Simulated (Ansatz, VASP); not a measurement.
Pt: VASP beside Ansatz

```
Pt
1.0
     0.00000    1.96134    1.96134
     1.96134    0.00000    1.96134
     1.96134    1.96134    0.00000
Pt
1
Direct
  0.00000 0.00000 0.00000
```

Alike in both runs: task relaxation of cell and atoms; functional r2SCAN; dispersion D4; k mesh 19 × 19 × 19; occupations fermi-dirac, width 0.1 eV; no spin polarisation.

|  | VASP | Ansatz |
| --- | --- | --- |
| version | VASP 6.6.1 | Ansatz 0.2.0 |
| potentials or method | VASP PAW PBE potentials, release 64 (Pt) | PAW with Ansatz's default frozen-core files, scalar-relativistic |
| plane-wave cutoff (eV) | 600 | 500 |
| valence electrons in the cell | 10 | 18 |

Ansatz gave:

```
relaxed volume (Å³/atom)                                        : 15.19
relaxed length of the cell vector where the two differ most in proportion (Å) : 2.780
```

Question: Estimate VASP's values.

Answer: Relaxed volume (Å³/atom): 15.23; relaxed length of the cell vector where the two differ most in proportion (Å): 2.782.

VASP's potentials were made for PBE, not for r2SCAN. VASP's potentials hold 10 valence electrons a cell and Ansatz's 18, so a difference there can come from the potentials and not from the codes.

Spin-orbit coupling is off throughout.
